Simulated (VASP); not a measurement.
# Mg3SnN2 (I4/mmm) in VASP: further runs

Runs on Mg3SnN2. Level: PBE. Tasks: single point, relaxation of cell and atoms.

Everything below comes from runs of VASP 6.6.1. Logs are shortened: lines on timing, memory, paths and dates and some standing lists are left out, and cuts for length are marked.

### Step 1. The cell of the first run

It takes space group I4/mmm (No. 139, tetragonal). Conventional cell: a = 5.572 Å, b = 5.572 Å, c = 6.955 Å, α = 90.00°, β = 90.00°, γ = 90.00°. Mg (site symmetry mmm) has 4 Mg at 2.79 to 3.48 Å and 2 Sn at 2.79 Å and 8 N at 3.25 to 3.32 Å within 3.7 Å. Within 2.2 Å of Mg (site symmetry 4/mmm) lie 2 N at 1.66 Å. Within 2.4 Å of Sn (site symmetry 4/mmm) lie 2 N at 1.81 Å. N (site symmetry 4mm) has 1 Mg at 1.66 Å and 1 Sn at 1.81 Å within 2.2 Å.

The cell was generated, and may not be a known phase.

### Step 2. Single point, PBE

INCAR

```
SYSTEM = Mg3SnN2
PREC     = Accurate       ! precision mode
ENCUT    = 520            ! plane-wave cutoff, eV
EDIFF    = 1E-6           ! SCF threshold, eV
ISMEAR   = 0              ! smearing method
SIGMA    = 0.1            ! smearing width, eV
LREAL    = .False.        ! projectors in reciprocal space
LASPH    = .True.         ! aspherical terms in the spheres
NELM     = 80             ! most SCF steps
ALGO     = Normal         ! electronic algorithm
ISIF     = 2              ! what is computed and relaxed
LWAVE    = .False.        ! write WAVECAR
LCHARG   = .True.         ! write CHGCAR
GGA      = PE             ! functional
LELF     = .True.         ! ELF
LVHAR    = .True.       
NBANDS   = 24             ! bands
```

KPOINTS

```
Automatic mesh
0
Gamma
  4 4 4
  0 0 0
```

POSCAR

```
Mg3SnN2
1.0
   -2.7859453200      2.7859453200      3.4775487700
    2.7859453200     -2.7859453200      3.4775487700
    2.7859453200      2.7859453200     -3.4775487700
Mg Sn N
3 1 2
Direct
    0.5000000000      0.0000000000      0.5000000000
    0.0000000000      0.5000000000      0.5000000000
    0.5000000000      0.5000000000      0.0000000000
    0.0000000000      0.0000000000      0.0000000000
    0.7393380500      0.7393380500      0.0000000000
    0.2606619500      0.2606619500      0.0000000000
```

Potentials or basis: VASP PAW PBE potentials, release 64 (Mg, Sn_d, N).

The run is started by

```
$ cat potpaw_PBE.64/Mg/POTCAR potpaw_PBE.64/Sn_d/POTCAR potpaw_PBE.64/N/POTCAR > POTCAR
$ mpirun -np 1 vasp_std > vasp.out
```

OUTCAR:

```text
SYSTEM = Mg3SnN2
   PREC = Accurate
   ENCUT = 520
   EDIFF = 1E-6
   ISMEAR = 0
   LREAL = .False.
   LASPH = .True.
   NELM = 80
   ISIF = 2
   GGA = PE

 ion  position               nearest neighbor table
   1  0.500  0.000  0.500-   3 2.79   4 2.79   3 2.79   4 2.79   2 3.48   2 3.48
   2  0.000  0.500  0.500-   3 2.79   4 2.79   4 2.79   3 2.79   1 3.48   1 3.48
   3  0.500  0.500  0.000-   5 1.66   6 1.66   1 2.79   2 2.79   1 2.79   2 2.79   4 3.48   4 3.48

   4  0.000  0.000  0.000-   5 1.81   6 1.81   1 2.79   2 2.79   2 2.79   1 2.79   3 3.48   3 3.48

   5  0.739  0.739  0.000-   3 1.66   4 1.81
   6  0.261  0.261  0.000-   3 1.66   4 1.81

  LATTYP: Found a body centered tetragonal cell.
 ALAT       =     5.5718906400
 C/A-ratio  =     1.2482473166

  Lattice vectors:

 A1 = (  -2.7859453200,   2.7859453200,   3.4775487700)
 A2 = (   2.7859453200,  -2.7859453200,   3.4775487700)
 A3 = (   2.7859453200,   2.7859453200,  -3.4775487700)

Analysis of symmetry for initial positions (statically):
=====================================================================
 Subroutine PRICEL returns:
 Original cell was already a primitive cell.

 Routine SETGRP: Setting up the symmetry group for a
 body centered tetragonal supercell.

 Subroutine GETGRP returns: Found 16 space group operations
 (whereof 16 operations were pure point group operations)
 out of a pool of 16 trial point group operations.

The static configuration has the point symmetry D_4h.

Analysis of symmetry for dynamics (positions and initial velocities):
=====================================================================
 Subroutine PRICEL returns:
 Original cell was already a primitive cell.

 Routine SETGRP: Setting up the symmetry group for a
 body centered tetragonal supercell.

 Subroutine GETGRP returns: Found 16 space group operations
 (whereof 16 operations were pure point group operations)
 out of a pool of 16 trial point group operations.

The dynamic configuration has the point symmetry D_4h.

 Subroutine INISYM returns: Found 16 space group operations
 (whereof 16 operations are pure point group operations),
 and found     1 'primitive' translations

----------------------------------------------------------------------------------------

                                     Primitive cell

  volume of cell :     107.9639

  direct lattice vectors                    reciprocal lattice vectors
    -2.785945320  2.785945320  3.477548770     0.000000000  0.179472295  0.143779436
     2.785945320 -2.785945320  3.477548770     0.179472295  0.000000000  0.143779436
     2.785945320  2.785945320 -3.477548770     0.179472295  0.179472295  0.000000000

  length of vectors
     5.255123985  5.255123985  5.255123985     0.229962673  0.229962673  0.253812153

  position of ions in fractional coordinates (direct lattice)
     0.500000000  0.000000000  0.500000000
     0.000000000  0.500000000  0.500000000
     0.500000000  0.500000000  0.000000000
     0.000000000  0.000000000  0.000000000
     0.739338050  0.739338050  0.000000000
     0.260661950  0.260661950  0.000000000

  ion indices of the primitive-cell ions
   primitive index   ion index
                 1           1
                 2           2
                 3           3
                 4           4
                 5           5
                 6           6

----------------------------------------------------------------------------------------

 KPOINTS: Automatic mesh

Automatic generation of k-mesh.
 Grid dimensions read from file:
 generate k-points for:    4    4    4

 Generating k-lattice:

  Cartesian coordinates                     Fractional coordinates (reciprocal lattice)
     0.000000000  0.044868074  0.035944859     0.250000000 -0.000000000  0.000000000
     0.044868074  0.000000000  0.035944859    -0.000000000  0.250000000  0.000000000
     0.044868074  0.044868074  0.000000000     0.000000000  0.000000000  0.250000000

  Length of vectors
     0.057490668  0.057490668  0.063453038

[... 45 lines left out ...]
   NGX = 19   NGY = 19   NGZ = 19

 number of electron      30.0000006 magnetization

 Free energy of the ion-electron system (eV)
  ---------------------------------------------------
  ext. energy  EPLUGINS =         0.00000000
  ---------------------------------------------------
  free energy    TOTEN  =       -17.05698270 eV

  energy without entropy =      -17.04332125  energy(sigma->0) =      -17.05015197

 E-fermi :   3.9898     XC(G=0):  -9.2203

 val. band max:        3.9574440122   @ k =   0.5000   0.5000   0.2500
 cond. band min:       4.1113826465   @ k =  -0.2500   0.2500   0.2500
 fundamental gap:      0.1539386343
 Fermi energy:         3.9898010604

 k-point     1 :       0.0000    0.0000    0.0000
  band No.  band energies     occupation
      1     -18.3909      2.00000
      2     -17.7220      2.00000
      3     -17.6584      2.00000
      4     -17.4798      2.00000
      5     -17.4798      2.00000
      6     -10.2910      2.00000
[... 16 lines left out ...]
     23      10.3751      0.00000
     24      11.3702      0.00000

 k-point     2 :       0.2500    0.0000    0.0000
  band No.  band energies     occupation
      1     -18.3897      2.00000
      2     -17.7212      2.00000
      3     -17.6582      2.00000
      4     -17.4793      2.00000
      5     -17.4792      2.00000
      6     -10.2487      2.00000
[... 16 lines left out ...]
     23      10.0660      0.00000
     24      11.1645      0.00000

 k-point     3 :       0.5000    0.0000    0.0000
  band No.  band energies     occupation
      1     -18.3885      2.00000
      2     -17.7205      2.00000
      3     -17.6580      2.00000
      4     -17.4787      2.00000
      5     -17.4787      2.00000
      6     -10.2053      2.00000
[... 16 lines left out ...]
     23      10.1653      0.00000
     24      11.6034      0.00000
[... 217 lines left out ...]
 k-point    12 :      -0.2500   -0.2500    0.2500
  band No.  band energies     occupation
      1     -18.3887      2.00000
      2     -17.7223      2.00000
      3     -17.6580      2.00000
      4     -17.4787      2.00000
      5     -17.4787      2.00000
      6     -10.2650      2.00000
[... 16 lines left out ...]
     23       9.2426      0.00000
     24      12.0398      0.00000

 k-point    13 :       0.5000    0.5000    0.5000
  band No.  band energies     occupation
      1     -18.3914      2.00000
      2     -17.7227      2.00000
      3     -17.6576      2.00000
      4     -17.4776      2.00000
      5     -17.4776      2.00000
      6     -10.0351      2.00000
[... 16 lines left out ...]
     23      12.3496      0.00000
     24      13.4932      0.00000

------------------------ aborting loop because EDIFF is reached ----------------------------------------

  FORCE on cell =-STRESS in cart. coord.  units (eV):
  Direction    XX          YY          ZZ          XY          YZ          ZX
  --------------------------------------------------------------------------------------
  -------------------------------------------------------------------------------------
  Total        7.0792693      7.0792693     39.3281631      0.0000000      0.0000000      0.0000000
  in kB      105.0559419    105.0559419    583.6276354      0.0000000      0.0000000      0.0000000
  external PRESSURE =     264.5798397 kB  Pullay stress =       0.0000000 kB

 VOLUME and BASIS-vectors are now :
 -----------------------------------------------------------------------------
  energy-cutoff  :      520.00
  volume of cell :      107.96
      direct lattice vectors                 reciprocal lattice vectors
    -2.785945320  2.785945320  3.477548770     0.000000000  0.179472295  0.143779436
     2.785945320 -2.785945320  3.477548770     0.179472295  0.000000000  0.143779436
     2.785945320  2.785945320 -3.477548770     0.179472295  0.179472295  0.000000000

 POSITION                                       TOTAL-FORCE (eV/Angst)
 -----------------------------------------------------------------------------------
      0.00000      2.78595      0.00000         0.000000      0.000000     -0.000000
      2.78595      0.00000      0.00000         0.000000      0.000000     -0.000000
      0.00000      0.00000      3.47755         0.000000      0.000000     -0.000000
      0.00000      0.00000      0.00000         0.000000      0.000000     -0.000000
      0.00000      0.00000      5.14217         0.000000      0.000000      1.525746
      0.00000      0.00000      1.81293        -0.000000     -0.000000     -1.525746
 -----------------------------------------------------------------------------------
    total drift:                               -0.000000     -0.000000      0.000000

  FREE ENERGIE OF THE ION-ELECTRON SYSTEM (eV)
  ---------------------------------------------------
  free  energy   TOTEN  =       -17.0569827002 eV

  energy  without entropy=      -17.0433212468  energy(sigma->0) =      -17.05015197
```

Wall time 52 s (1 thread of Intel Xeon Platinum 8259CL at 2.50GHz (Skylake/Cascade Lake), shared host); peak memory 0.26 GiB.

Results:

```
Free energy            : -17.0570 eV
Pressure               : 26.5 GPa
Largest force          : 1.526 eV/Å
Band gap on the k mesh : zero (bands 15 and 16 overlap by 1.11 eV)
```

Forces in eV/Å, atoms in the order of the input:
```
Mg   0.000  0.000  0.000
Mg   0.000  0.000  0.000
Mg   0.000  0.000  0.000
Sn   0.000  0.000  0.000
N    0.000  0.000  1.526
N    0.000  0.000 -1.526
```

Levels at points of the mesh, in eV from the Fermi level:
| k point | band 12 | band 13 | band 14 | band 15 | band 16 | band 17 | band 18 | band 19 |
| --- | --- | --- | --- | --- | --- | --- | --- | --- |
| (0.00, 0.00, 0.00) | -2.99 | -2.37 | -2.37 | -0.85 | -0.85 | 1.43 | 1.96 | 3.42 |
| (0.50, 0.00, 0.00) | -3.17 | -2.54 | -0.50 | 0.24 | 0.82 | 2.43 | 2.55 | 2.67 |
| (0.50, 0.50, 0.00) | -2.91 | -1.92 | -1.37 | -0.86 | 0.77 | 2.14 | 3.38 | 3.63 |
| (0.50, 0.50, 0.50) | -1.52 | -1.52 | -1.30 | 0.26 | 0.66 | 1.61 | 1.61 | 2.28 |

Caveat: the k points lie up to 0.36 Å⁻¹ apart, too coarse for converged energies and pressures of a metal; spin-orbit coupling is left out, which moves the levels of the heavy elements; forces of over 1 eV/Å act on the atoms, so gaps and moduli don't describe the material at rest.

### Step 3. Single point, PBE

This run uses another cell than the first one, of 24.40 Å³/atom.

INCAR

```
ALGO = Normal ; EDIFF = 1E-7
ENCUT = 520 ; GGA = PE
ISIF = 2 ; ISMEAR = 0
LASPH = True ; LCHARG = False
LREAL = False ; LWAVE = False
NBANDS = 24 ; NELM = 100
PREC = Accurate ; SIGMA = 0.1
```

KPOINTS

```
k-points
0
Gamma
  4 4 4
```

POSCAR

```
Mg3SnN2
1.0
   -3.0725610277      3.0725610277      3.8761992194
    3.0725610277     -3.0725610277      3.8761992194
    3.0725610277      3.0725610277     -3.8761992194
Mg Sn N
3 1 2
Direct
    0.5000000000      0.0000000000      0.5000000000
    0.0000000000      0.5000000000      0.5000000000
    0.5000000000      0.5000000000      0.0000000000
    0.0000000000      0.0000000000      0.0000000000
    0.7467809463      0.7467809463      0.0000000000
    0.2532190537      0.2532190537      0.0000000000
```

Potentials or basis: VASP PAW PBE potentials, release 64 (Mg, Sn_d, N).

The run is started by

```
$ cat potpaw_PBE.64/Mg/POTCAR potpaw_PBE.64/Sn_d/POTCAR potpaw_PBE.64/N/POTCAR > POTCAR
$ mpirun -np 1 vasp_std > vasp.out
```

Run time: 98 s. Hardware: 1 thread of Intel Xeon Platinum 8259CL at 2.50GHz (Skylake/Cascade Lake), shared host; peak memory 0.34 GiB.

The run converged. Its results:

- Free energy: -19.6585 eV
- Pressure: 0.1 GPa
- Largest force: 0.019 eV/Å
- Band gap on the k mesh: zero (bands 15 and 16 overlap by 0.34 eV)

Forces on the atoms (eV/Å):
```
Mg   0.000  0.000  0.000
Mg   0.000  0.000  0.000
Mg   0.000  0.000  0.000
Sn   0.000  0.000  0.000
N    0.000  0.000  0.019
N    0.000  0.000 -0.019
```

Stress tensor (GPa, compression positive):
```
 0.20  0.00  0.00
 0.00  0.20  0.00
 0.00  0.00 -0.02
```

Levels at points of the mesh, in eV from the Fermi level:
| k point | band 11 | band 12 | band 13 | band 14 | band 15 | band 16 | band 17 | band 18 | band 19 | band 20 |
| --- | --- | --- | --- | --- | --- | --- | --- | --- | --- | --- |
| (0.00, 0.00, 0.00) | -2.17 | -2.17 | -1.44 | -1.44 | -0.36 | -0.36 | 0.59 | 2.17 | 2.50 | 3.73 |
| (0.50, 0.00, 0.00) | -2.60 | -2.37 | -1.63 | -0.32 | -0.06 | 0.99 | 1.62 | 2.19 | 2.28 | 2.46 |
| (0.50, 0.50, 0.00) | -2.49 | -1.83 | -1.28 | -1.16 | -0.79 | 0.56 | 1.71 | 2.94 | 3.00 | 4.07 |
| (0.50, 0.50, 0.50) | -3.26 | -1.13 | -0.89 | -0.89 | -0.25 | 0.67 | 0.96 | 1.46 | 1.46 | 2.82 |

Caveat: spin-orbit coupling is left out, which moves the levels of the heavy elements.

### Step 4. Relaxation of cell and atoms, PBE

INCAR

```
PREC = Accurate
ENCUT = 600
EDIFF = 1E-6
ISMEAR = 0
SIGMA = 0.1
LREAL = False
LASPH = True
NELM = 80
ALGO = Normal
ISIF = 3
LWAVE = False
LCHARG = False
GGA = PE
IBRION = 2
NSW = 90
EDIFFG = -0.04
```

KPOINTS

```
regular mesh
0
Gamma
  4 4 4
```

POSCAR

```
Mg3SnN2
1.0
   -2.7859453200      2.7859453200      3.4775487700
    2.7859453200     -2.7859453200      3.4775487700
    2.7859453200      2.7859453200     -3.4775487700
Mg Sn N
3 1 2
Direct
    0.5000000000      0.0000000000      0.5000000000
    0.0000000000      0.5000000000      0.5000000000
    0.5000000000      0.5000000000      0.0000000000
    0.0000000000      0.0000000000      0.0000000000
    0.7393380500      0.7393380500      0.0000000000
    0.2606619500      0.2606619500      0.0000000000
```

The run is started by

```
$ cat potpaw_PBE.64/Mg/POTCAR potpaw_PBE.64/Sn_d/POTCAR potpaw_PBE.64/N/POTCAR > POTCAR
$ mpirun -np 1 vasp_std > vasp.out
```

It took 9.8 min on 1 thread of Intel Xeon Platinum 8259CL at 2.50GHz (Skylake/Cascade Lake), shared host; peak memory 0.28 GiB.

It converged, with:

```yaml
Free_energy: -19.6487 eV
Relaxed_volume: 24.53 Å³/atom
Relaxed_cell: a = 5.832 Å, b = 5.832 Å, c = 5.832 Å, α = 116.21°, β = 116.21°, γ = 96.70°
Space_group_after_relaxing_to_0.1_Å: I4/mmm (No. 139)
Energy_gained_by_relaxing: 431.4 meV/atom
Ionic_steps: 12
Pressure_after_relaxing: 0.0 GPa
Largest_force_after_relaxing: 0.035 eV/Å
Band_gap_on_the_k_mesh: zero (bands 15 and 16 overlap by 0.33 eV)
```

Forces on the atoms (eV/Å):
```
Mg   0.000  0.000  0.000
Mg   0.000  0.000  0.000
Mg   0.000  0.000  0.000
Sn   0.000  0.000  0.000
N    0.000  0.000  0.035
N    0.000  0.000 -0.035
```

Stress tensor (GPa, compression positive):
```
 0.04  0.00  0.00
 0.00  0.04  0.00
 0.00  0.00 -0.15
```

The path:
```csv
step,energy change (eV),largest force (eV/Å),pressure (GPa),volume (Å³)
1,0.0000,1.5268,26.45,107.96
2,-0.5126,0.0741,-6.64,158.72
3,-2.3332,0.3637,1.31,129.94
4,-2.3403,0.3643,1.94,128.92
5,-2.3411,0.3623,2.34,128.33
6,-2.4709,0.2570,1.06,134.18
7,-2.5206,0.9229,-0.05,140.87
8,-2.5838,0.0471,0.58,144.37
9,-2.5842,0.0453,0.64,144.67
10,-2.5873,0.1120,-0.19,147.64
11,-2.5879,0.0932,0.05,146.76
12,-2.5885,0.0347,-0.02,147.18
```

Final structure:
```
Mg Sn N
1.0
    -3.08120    3.08120    3.87570
     3.08120   -3.08120    3.87570
     3.08120    3.08120   -3.87570
Mg Sn N
3 1 2
Cartesian
  0.0000 3.0812 0.0000
  3.0812 0.0000 0.0000
  0.0000 0.0000 3.8757
  0.0000 0.0000 0.0000
  0.0000 0.0000 5.7888
  0.0000 0.0000 1.9626
```

Levels at points of the mesh, in eV from the Fermi level:
```tsv
k point	band 12	band 13	band 14	band 15	band 16	band 17	band 18	band 19
(0.00, 0.00, 0.00)	-2.17	-1.43	-1.43	-0.34	-0.34	0.59	2.16	2.49
(0.50, 0.00, 0.00)	-2.37	-1.62	-0.31	-0.06	1.00	1.61	2.20	2.27
(0.50, 0.50, 0.00)	-1.82	-1.28	-1.15	-0.79	0.55	1.72	2.93	2.98
(0.50, 0.50, 0.50)	-1.13	-0.89	-0.89	-0.25	0.67	0.96	1.47	1.47
```

Caveat: the k points lie up to 0.33 Å⁻¹ apart in the final cell; the volume moved by over 15 % at a fixed basis, so the end points are rough; spin-orbit coupling is left out, which moves the levels of the heavy elements.

### Step 5. Single point, PBE

This run uses another cell than the first one, of 24.38 Å³/atom.

INCAR

```
  PREC = Accurate
  ENCUT = 520
  EDIFF = 1E-6
  ISMEAR = 0
  SIGMA = 0.1
  LREAL = False
  LASPH = True
  NELM = 60
  ALGO = Normal
  ISIF = 2
  LWAVE = False
  LCHARG = False
  GGA = PE
  NBANDS = 24
```

KPOINTS

```
Automatic mesh
0
Gamma
  10 10 10
```

POSCAR

```
Mg3SnN2
1.0
   -3.0714704750      3.0714704750      3.8766438147
    3.0714704750     -3.0714704750      3.8766438147
    3.0714704750      3.0714704750     -3.8766438147
Mg Sn N
3 1 2
Direct
    0.5000000000      0.0000000000      0.5000000000
    0.0000000000      0.5000000000      0.5000000000
    0.5000000000      0.5000000000      0.0000000000
    0.0000000000      0.0000000000      0.0000000000
    0.7467530505      0.7467530505      0.0000000000
    0.2532469495      0.2532469495      0.0000000000
```

The run is started by

```
$ cat potpaw_PBE.64/Mg/POTCAR potpaw_PBE.64/Sn_d/POTCAR potpaw_PBE.64/N/POTCAR > POTCAR
$ mpirun -np 1 vasp_std > vasp.out
```

Wall time 11 min (1 thread of Intel Xeon Platinum 8259CL at 2.50GHz (Skylake/Cascade Lake), shared host); peak memory 0.57 GiB.

It converged, with:

- Free energy: -19.6606 eV
- Pressure: -0.1 GPa
- Band gap on the k mesh: zero (bands 15 and 16 overlap by 0.53 eV)

Forces in eV/Å, atoms in the order of the input:
```
Mg   0.000  0.000  0.000
Mg   0.000  0.000  0.000
Mg   0.000  0.000  0.000
Sn   0.000  0.000  0.000
N    0.000  0.000  0.003
N    0.000  0.000 -0.003
```

Stress tensor (GPa, compression positive):
```
-0.12  0.00  0.00
 0.00 -0.12  0.00
 0.00  0.00 -0.01
```

Levels at points of the mesh, in eV from the Fermi level:
| k point | band 12 | band 13 | band 14 | band 15 | band 16 | band 17 | band 18 | band 19 |
| --- | --- | --- | --- | --- | --- | --- | --- | --- |
| (0.00, 0.00, 0.00) | -2.19 | -1.46 | -1.46 | -0.38 | -0.38 | 0.57 | 2.15 | 2.48 |
| (0.50, 0.00, 0.00) | -2.39 | -1.65 | -0.33 | -0.08 | 0.97 | 1.60 | 2.18 | 2.26 |
| (0.50, 0.50, 0.00) | -1.85 | -1.30 | -1.18 | -0.81 | 0.55 | 1.69 | 2.93 | 2.98 |
| (0.50, 0.50, 0.50) | -1.15 | -0.91 | -0.91 | -0.27 | 0.65 | 0.94 | 1.45 | 1.45 |

Caveat: spin-orbit coupling is left out, which moves the levels of the heavy elements.

### Step 6. Summary

| task | cell | k mesh | cutoff (eV) | gap on the mesh (eV) | pressure (GPa) | largest force (eV/Å) |
| --- | --- | --- | --- | --- | --- | --- |
| single point | a = 5.255 Å, angles 116.0, 116.0, 97.1°, 6 atoms, atomic positions A | 4 × 4 × 4 | 520 | none | 26.5 | 1.53 |
| single point | a = 5.823 Å, angles 116.3, 116.3, 96.5°, 6 atoms, atomic positions B | 4 × 4 × 4 | 520 | none | 0.1 | 0.02 |
| relaxation of cell and atoms | relaxed from a = 5.255 Å, angles 116.0, 116.0, 97.1°, 6 atoms, atomic positions A | 4 × 4 × 4 | 600 | none | 0.0 | 0.03 |
| single point | a = 5.822 Å, angles 116.3, 116.3, 96.5°, 6 atoms, atomic positions B | 10 × 10 × 10 | 520 | none | -0.1 | - |

Alike in all rows: level PBE; potentials or basis VASP PAW PBE potentials, release 64 (Mg, Sn_d, N); no spin polarisation; smearing gaussian 0.1 eV.

Caveats: some runs use coarse meshes; spin-orbit coupling is left out, which moves the levels of the heavy elements; forces of over 1 eV/Å act on the atoms, so gaps and moduli don't describe the material at rest (at least some runs); the volume moved by over 15 % at a fixed basis, so the end points are rough (at least some runs).

Total energies depend on the potentials used, so only differences within one code and one set of settings carry meaning.

The gap in the log of VASP goes by the Fermi energy; the results here count the filled bands.